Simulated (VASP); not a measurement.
Input of a VASP 6.6.1 run:

Contents of POSCAR:

```
Zn
1.0
   -1.5794282763      1.5794282763      1.5794282763
    1.5794282763     -1.5794282763      1.5794282763
    1.5794282763      1.5794282763     -1.5794282763
Zn
1
Direct
    0.0000000000      0.0000000000      0.0000000000
```

INCAR.step1

```
SYSTEM = Zn
ALGO = Normal
EDIFF = 1E-5
ENCUT = 520
GGA = PE
ISIF = 2
ISMEAR = -1
LASPH = .TRUE.
LCHARG = .FALSE.
LREAL = .FALSE.
LWAVE = .TRUE.
NBANDS = 12
NELM = 80
PREC = Accurate
SIGMA = 0.05
```

Contents of INCAR.step2:

```
SYSTEM = Zn
AEXX = 0.1
ALGO = Normal
EDIFF = 1E-7
ENCUT = 520
ISIF = 2
ISMEAR = -1
ISTART = 1
LASPH = .TRUE.
LCHARG = .FALSE.
LHFCALC = .TRUE.
LMIXTAU = .TRUE.
LREAL = .FALSE.
LWAVE = .FALSE.
METAGGA = R2SCAN
NBANDS = 12
NELM = 80
PREC = Accurate
PRECFOCK = Normal
SIGMA = 0.05
```

File KPOINTS:

```
k-points
0
G
  6 6 6
  0 0 0
```

Potentials or basis: VASP PAW PBE potentials, release 64 (Zn).

Run with:

```sh
$ cat potpaw_PBE.64/Zn/POTCAR > POTCAR
$ cp INCAR.step1 INCAR
$ mpirun -np 1 vasp_std > vasp.out
$ cp INCAR.step2 INCAR
$ mpirun -np 1 vasp_std > vasp.out
```

(1) Predict the pressure.

(2) What does it give for the band gap on the k mesh?

## Answers

(1) -4.7 GPa.

(2) zero (bands 6 and 7 overlap by 5.91 eV).

Caveat: the k points lie up to 0.47 Å⁻¹ apart, too coarse for converged energies and pressures of a metal; the PAW data sets were made with another functional, which shifts forces and pressure a little.
